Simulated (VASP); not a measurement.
Input of a VASP 6.6.1 run:

File INCAR:

```
PREC = Accurate
ENCUT = 520
EDIFF = 1E-6
ISMEAR = 0
SIGMA = 0.01
LREAL = F
LASPH = T
NELM = 80
ALGO = Normal
ISIF = 2
LWAVE = F
LCHARG = F
GGA = PE
NBANDS = 15
```

The input KPOINTS:

```
regular mesh
0
Gamma
  6 6 6
```

Contents of POSCAR:

```
CaO
1.0
   -0.0079918338      2.3895582928      2.3895582928
    2.3895582928     -0.0079918338      2.3895582928
    2.3895582928      2.3895582928     -0.0079918338
Ca O
1 1
Direct
    0.0000000000      0.0000000000      0.0000000000
    0.5000000000      0.5000000000      0.5000000000
```

Potentials or basis: VASP PAW PBE potentials, release 64 (Ca_sv, O).

Launch:

```bash
$ cat potpaw_PBE.64/Ca_sv/POTCAR potpaw_PBE.64/O/POTCAR > POTCAR
$ mpirun -np 1 vasp_std > vasp.out
```

**Question.** Predict the band gap on the k mesh.

**Answer.** 3.62 eV, indirect (least direct gap 3.99 eV).

**Question.** Estimate the pressure.

**Answer.** 3.7 GPa.

Stress tensor (GPa, compression positive):
```
3.65 0.25 0.25
0.25 3.65 0.25
0.25 0.25 3.65
```

Caveat: the cell differs from its parent crystal (strain along [111] -0.5%). A k mesh can miss the band edges.
